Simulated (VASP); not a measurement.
# CdGa (Fm-3m) in VASP: relaxation of cell and atoms with PBE

Aim: the relaxation of cell and atoms of CdGa with PBE.

All numbers are computed with VASP 6.6.1; they aren't measurements. Logs are shortened: lines on timing, memory, paths and dates and some standing lists are left out, and cuts for length are marked.

**1. The cell of the first run**

It takes space group Fm-3m (No. 225, cubic). Conventional cell: a = 5.741 Å, b = 5.741 Å, c = 5.741 Å, α = 90.00°, β = 90.00°, γ = 90.00°. Within 3.8 Å of Cd (site symmetry m-3m) lie 6 Ga at 2.87 Å. Within 3.8 Å of Ga (site symmetry m-3m) lie 6 Cd at 2.87 Å.

**2. Relaxation of cell and atoms, PBE**

File INCAR:

```
PREC     = Accurate       # precision mode
ENCUT    = 600            # plane-wave cutoff, eV
EDIFF    = 1E-6           # SCF threshold, eV
ISMEAR   = 0              # smearing method
SIGMA    = 0.1            # smearing width, eV
LREAL    = F              # projectors in reciprocal space
LASPH    = T              # aspherical terms in the spheres
NELM     = 80             # most SCF steps
ALGO     = Fast           # electronic algorithm
ISIF     = 3              # what is computed and relaxed
LWAVE    = F              # write WAVECAR
LCHARG   = F              # write CHGCAR
GGA      = PE             # functional
IBRION   = 2              # ionic algorithm
NSW      = 100            # ionic steps
EDIFFG   = -0.01          # ionic threshold
```

File KPOINTS:

```
regular mesh
0
Gamma
  16 16 16
```

File POSCAR:

```
CdGa
1.0
    0.0000000000      2.8705447594      2.8705447594
    2.8705447594      0.0000000000      2.8705447594
    2.8705447594      2.8705447594      0.0000000000
Cd Ga
1 1
Direct
    0.0000000000      0.0000000000      0.0000000000
    0.5000000000      0.5000000000      0.5000000000
```

Potentials or basis: VASP PAW PBE potentials, release 64 (Cd, Ga_d).

Launch:

```
$ cat potpaw_PBE.64/Cd/POTCAR potpaw_PBE.64/Ga_d/POTCAR > POTCAR
$ mpirun -np 1 vasp_std > vasp.out
```

OUTCAR:

```text
PREC = Accurate
   ENCUT = 600
   EDIFF = 1E-6
   ISMEAR = 0
   LREAL = F
   LASPH = T
   NELM = 80
   ISIF = 3
   GGA = PE
   IBRION = 2
   NSW = 100
   EDIFFG = -0.01

 ion  position               nearest neighbor table
   1  0.000  0.000  0.000-   2 2.87   2 2.87   2 2.87   2 2.87   2 2.87   2 2.87
   2  0.500  0.500  0.500-   1 2.87   1 2.87   1 2.87   1 2.87   1 2.87   1 2.87

  LATTYP: Found a face centered cubic cell.
 ALAT       =     5.7410895188

  Lattice vectors:

 A1 = (   0.0000000000,   2.8705447594,   2.8705447594)
 A2 = (   2.8705447594,   0.0000000000,   2.8705447594)
 A3 = (   2.8705447594,   2.8705447594,   0.0000000000)

Analysis of symmetry for initial positions (statically):
=====================================================================
 Subroutine PRICEL returns:
 Original cell was already a primitive cell.

 Routine SETGRP: Setting up the symmetry group for a
 face centered cubic supercell.

 Subroutine GETGRP returns: Found 48 space group operations
 (whereof 48 operations were pure point group operations)
 out of a pool of 48 trial point group operations.

The static configuration has the point symmetry O_h .

Analysis of symmetry for dynamics (positions and initial velocities):
=====================================================================
 Subroutine PRICEL returns:
 Original cell was already a primitive cell.

 Routine SETGRP: Setting up the symmetry group for a
 face centered cubic supercell.

 Subroutine GETGRP returns: Found 48 space group operations
 (whereof 48 operations were pure point group operations)
 out of a pool of 48 trial point group operations.

The dynamic configuration has the point symmetry O_h .

 Subroutine INISYM returns: Found 48 space group operations
 (whereof 48 operations are pure point group operations),
 and found     1 'primitive' translations

----------------------------------------------------------------------------------------

                                     Primitive cell

  volume of cell :      47.3067

  direct lattice vectors                    reciprocal lattice vectors
     0.000000000  2.870544759  2.870544759    -0.174182966  0.174182966  0.174182966
     2.870544759  0.000000000  2.870544759     0.174182966 -0.174182966  0.174182966
     2.870544759  2.870544759  0.000000000     0.174182966  0.174182966 -0.174182966

  length of vectors
     4.059563330  4.059563330  4.059563330     0.301693747  0.301693747  0.301693747

  position of ions in fractional coordinates (direct lattice)
     0.000000000  0.000000000  0.000000000
     0.500000000  0.500000000  0.500000000

  ion indices of the primitive-cell ions
   primitive index   ion index
                 1           1
                 2           2

----------------------------------------------------------------------------------------

 KPOINTS: regular mesh

Automatic generation of k-mesh.
 Grid dimensions read from file:
 generate k-points for:   16   16   16

 Generating k-lattice:

  Cartesian coordinates                     Fractional coordinates (reciprocal lattice)
    -0.010886435  0.010886435  0.010886435     0.062500000  0.000000000  0.000000000
     0.010886435 -0.010886435  0.010886435     0.000000000  0.062500000  0.000000000
     0.010886435  0.010886435 -0.010886435     0.000000000  0.000000000  0.062500000

  Length of vectors
     0.018855859  0.018855859  0.018855859

  Shift w.r.t. Gamma in fractional coordinates (k-lattice)
     0.000000000  0.000000000  0.000000000

 Subroutine IBZKPT returns following result:
 ===========================================

 Found    145 irreducible k-points:

 Following reciprocal coordinates:
            Coordinates               Weight
  0.000000  0.000000  0.000000      1.000000
  0.062500  0.000000  0.000000      8.000000
  0.125000  0.000000  0.000000      8.000000
  0.187500  0.000000  0.000000      8.000000
  0.250000  0.000000  0.000000      8.000000
  0.312500  0.000000  0.000000      8.000000
[... 16 lines left out ...]
 -0.125000  0.062500  0.000000     24.000000
 -0.062500  0.062500  0.000000     12.000000
 [... further k-points ...]
   k-points           NKPTS =    145   k-points in BZ     NKDIM =    145   number of bands    NBANDS=     16
   number of dos      NEDOS =    301   number of ions     NIONS =      2
   total plane-waves  NPLWV =  32768
   dimension x,y,z NGX =    32 NGY =   32 NGZ =   32
   dimension x,y,z NGXF=    64 NGYF=   64 NGZF=   64
   ions per type =               1   1
   NGX,Y,Z   is equivalent  to a cutoff of  13.10, 13.10, 13.10 a.u.
   NGXF,Y,Z  is equivalent  to a cutoff of  26.21, 26.21, 26.21 a.u.
 SYSTEM =  unknown system
   PREC   = accura    normal or accurate (medium, high low for compatibility)
   ISTART =      0    job   : 0-new  1-cont  2-samecut
   ICHARG =      2    charge: 1-file 2-atom 10-const
   ISPIN  =      1    spin polarized calculation?
   LNONCOLLINEAR =      F non collinear calculations
   LSORBIT =      F    spin-orbit coupling
   LASPH  =      T    aspherical Exc in radial PAW
   ENCUT  =  600.0 eV  44.10 Ry    6.64 a.u.   8.11  8.11  8.11*2*pi/ulx,y,z
   NELM   =     80;   NELMIN=  2; NELMDL= -5     # of ELM steps
   EDIFF  = 0.1E-05   stopping-criterion for ELM
   LREAL  =      F    real-space projection
   EDIFFG = -.1E-01   stopping-criterion for IOM
   NSW    =    100    number of steps for IOM
   IBRION =      2    ionic relax: 0-MD 1-quasi-New 2-CG
   NFREE  =      1    steps in history (QN), initial steepest desc. (CG)
   ISIF   =      3    stress and relaxation
   ISYM   =      2    0-nonsym 1-usesym 2-fastsym
   POTIM  = 0.5000    time-step for ionic-motion
   TEBEG  =    0.0;   TEEND  =   0.0 temperature during run
   PSTRESS=    0.0 pullay stress
   NELECT =      25.0000    total number of electrons
   NUPDOWN=      -1.0000    fix difference up-down
   EMIN   =  10.00;   EMAX   =-10.00  energy-range for DOS
   EFERMI =   0.00;   METHOD = LEGACY
   ISMEAR =     0;   SIGMA  =   0.10  broadening in eV -4-tet -1-fermi 0-gaus
   EFERMI_NEDOS =   21; number of points for ismear=-14 and -15
   IALGO  =     68    algorithm
   IMIX   =      4    mixing-type and parameters
     AMIX     =   0.40;   BMIX     =  1.00
     AMIX_MAG =   1.60;   BMIX_MAG =  1.00
  volume/ion in A,a.u.               =      23.65       159.62
  Fermi-wavevector in a.u.,A,eV,Ry     =   1.323571  2.501186 23.835226  1.751840
  Thomas-Fermi vector in A             =   2.453169
   LORBIT       =      0    0 simple, 1 ext, 2 COOP (PROOUT), +10 PAW based schemes
   GGA     = PE    functional components
   LHFCALC =     F    Hartree Fock is set to
   AEXX    =    0.0000 exact exchange contribution
   IVDW    =     0    specifies the selected vdW correction
   LEPSILON=     F    determine dielectric tensor
   LRPA    =     F    only Hartree local field effects (RPA)
 conjugate gradient relaxation of ions
 non-spin polarized calculation
 RMM-DIIS sequential band-by-band and
 Gauss-broadening in eV      SIGMA  =   0.10
  energy-cutoff  :      600.00
  volume of cell :       47.31
 maximum number of plane-waves:      1604
   NGX = 17   NGY = 17   NGZ = 17

--------------------------------------- Ionic step        1  -------------------------------------------

 number of electron      24.9999991 magnetization

 Free energy of the ion-electron system (eV)
  ---------------------------------------------------
  ext. energy  EPLUGINS =         0.00000000
  ---------------------------------------------------
  free energy    TOTEN  =        -3.32644954 eV

  energy without entropy =       -3.32310309  energy(sigma->0) =       -3.32477632

------------------------ aborting loop because EDIFF is reached ----------------------------------------

  FORCE on cell =-STRESS in cart. coord.  units (eV):
  Direction    XX          YY          ZZ          XY          YZ          ZX
  --------------------------------------------------------------------------------------
  -------------------------------------------------------------------------------------
  Total        0.0997321      0.0997321      0.0997321      0.0000000      0.0000000     -0.0000000
  in kB        3.3777107      3.3777107      3.3777107      0.0000000      0.0000000     -0.0000000
  external PRESSURE =       3.3777107 kB  Pullay stress =       0.0000000 kB

 VOLUME and BASIS-vectors are now :
 -----------------------------------------------------------------------------
  energy-cutoff  :      600.00
  volume of cell :       47.31
      direct lattice vectors                 reciprocal lattice vectors
     0.000000000  2.870544759  2.870544759    -0.174182966  0.174182966  0.174182966
     2.870544759  0.000000000  2.870544759     0.174182966 -0.174182966  0.174182966
     2.870544759  2.870544759  0.000000000     0.174182966  0.174182966 -0.174182966
[... 37 lines left out ...]
 POSITION                                       TOTAL-FORCE (eV/Angst)
 -----------------------------------------------------------------------------------
      0.00000      0.00000      0.00000         0.000000     -0.000000     -0.000000
      2.87745      2.87745      2.87745        -0.000000      0.000000      0.000000
 -----------------------------------------------------------------------------------
    total drift:                                0.000000     -0.000000      0.000000

  FREE ENERGIE OF THE ION-ELECTRON SYSTEM (eV)
  ---------------------------------------------------
  free  energy   TOTEN  =        -3.3269159197 eV

  energy  without entropy=       -3.3234535008  energy(sigma->0) =       -3.32518471

--------------------------------------- Ionic step        3  -------------------------------------------

 number of electron      24.9999988 magnetization

 Free energy of the ion-electron system (eV)
  ---------------------------------------------------
  ext. energy  EPLUGINS =         0.00000000
  ---------------------------------------------------
  free energy    TOTEN  =        -3.32694630 eV

  energy without entropy =       -3.32344636  energy(sigma->0) =       -3.32519633

 E-fermi :   2.8369     XC(G=0): -10.1189

 val. band max:        2.7771165719   @ k =  -0.4375   0.4375   0.0625
 cond. band min:       2.8469177731   @ k =   0.5000   0.4375   0.0625
 fundamental gap:      0.0698012011
 Fermi energy:         2.8368536997

 k-point     1 :       0.0000    0.0000    0.0000
  band No.  band energies     occupation
      1     -12.1407      2.00000
      2     -12.1407      2.00000
      3     -12.1056      2.00000
      4     -12.1056      2.00000
      5     -12.1056      2.00000
      6      -6.1664      2.00000
[... 8 lines left out ...]
     15       7.4057      0.00000
     16      11.5383      0.00000
[... 419 lines left out ...]
 k-point    24 :      -0.0625    0.0625    0.0000
  band No.  band energies     occupation
      1     -12.1392      2.00000
      2     -12.1381      2.00000
      3     -12.1053      2.00000
      4     -12.1043      2.00000
      5     -12.1031      2.00000
      6      -6.0312      2.00000
[... 8 lines left out ...]
     15       8.3925      0.00000
     16      10.5915      0.00000

 [... further k-points ...]

------------------------ aborting loop because EDIFF is reached ----------------------------------------

  FORCE on cell =-STRESS in cart. coord.  units (eV):
  Direction    XX          YY          ZZ          XY          YZ          ZX
  --------------------------------------------------------------------------------------
  -------------------------------------------------------------------------------------
  Total       -0.0008214     -0.0008214     -0.0008214     -0.0000000     -0.0000000      0.0000000
  in kB       -0.0275567     -0.0275567     -0.0275567     -0.0000000     -0.0000000      0.0000000
  external PRESSURE =      -0.0275567 kB  Pullay stress =       0.0000000 kB

 VOLUME and BASIS-vectors are now :
 -----------------------------------------------------------------------------
  energy-cutoff  :      600.00
  volume of cell :       47.76
      direct lattice vectors                 reciprocal lattice vectors
     0.000000000  2.879643548  2.879643548    -0.173632601  0.173632601  0.173632601
     2.879643548  0.000000000  2.879643548     0.173632601 -0.173632601  0.173632601
     2.879643548  2.879643548 -0.000000000     0.173632601  0.173632601 -0.173632601

 POSITION                                       TOTAL-FORCE (eV/Angst)
 -----------------------------------------------------------------------------------
      0.00000      0.00000      0.00000         0.000000      0.000000     -0.000000
      2.87964      2.87964      2.87964         0.000000      0.000000      0.000000
 -----------------------------------------------------------------------------------
    total drift:                                0.000000     -0.000000      0.000000

  FREE ENERGIE OF THE ION-ELECTRON SYSTEM (eV)
  ---------------------------------------------------
  free  energy   TOTEN  =        -3.3269462955 eV

  energy  without entropy=       -3.3234463594  energy(sigma->0) =       -3.32519633

 reached required accuracy - stopping structural energy minimisation
```

It took 5 min on 1 thread of Intel Xeon 8259CL, shared host; peak memory 0.3 GiB.

Results:

- Free energy: -3.3269 eV
- Relaxed volume: 23.88 Å³/atom
- Relaxed cell: a = 4.072 Å, b = 4.072 Å, c = 4.072 Å, α = 60.00°, β = 60.00°, γ = 60.00°
- Space group after relaxing (to 0.1 Å): Fm-3m (No. 225)
- Energy gained by relaxing: 0.2 meV/atom
- Ionic steps: 3
- Pressure after relaxing: 0.0 GPa
- Band gap on the k mesh: zero (an odd number of electrons rules out a gap without spin polarisation)

Step by step:
```csv
step,energy change (eV),largest force (eV/Å),pressure (GPa),volume (Å³)
1,0.0000,0.0000,0.34,47.31
2,-0.0005,0.0000,0.09,47.65
3,-0.0005,0.0000,0.00,47.76
```

Final structure:
```cif
data_structure
_symmetry_space_group_name_H-M 'P 1'
_symmetry_Int_Tables_number 1
_cell_length_a 4.0724
_cell_length_b 4.0724
_cell_length_c 4.0724
_cell_angle_alpha 60.000
_cell_angle_beta 60.000
_cell_angle_gamma 60.000
_cell_volume 47.76
loop_
_atom_site_label
_atom_site_type_symbol
_atom_site_fract_x
_atom_site_fract_y
_atom_site_fract_z
_atom_site_occupancy
Cd1 Cd 0.00000 0.00000 0.00000 1
Ga1 Ga 0.50000 0.50000 0.50000 1
```

Levels at points of the mesh, in eV from the Fermi level:
| k point | band 10 | band 11 | band 12 | band 13 | band 14 | band 15 |
| --- | --- | --- | --- | --- | --- | --- |
| (0.00, 0.00, 0.00) | -8.68 | -8.68 | 3.04 | 3.04 | 3.04 | 4.57 |
| (0.50, 0.00, 0.00) | -8.57 | -6.22 | -4.50 | 3.71 | 3.71 | 4.73 |
| (0.50, 0.50, 0.00) | -8.52 | -4.58 | -3.02 | 0.14 | 0.14 | 0.16 |

The gap in the log of VASP goes by the Fermi energy; the results here count the filled bands.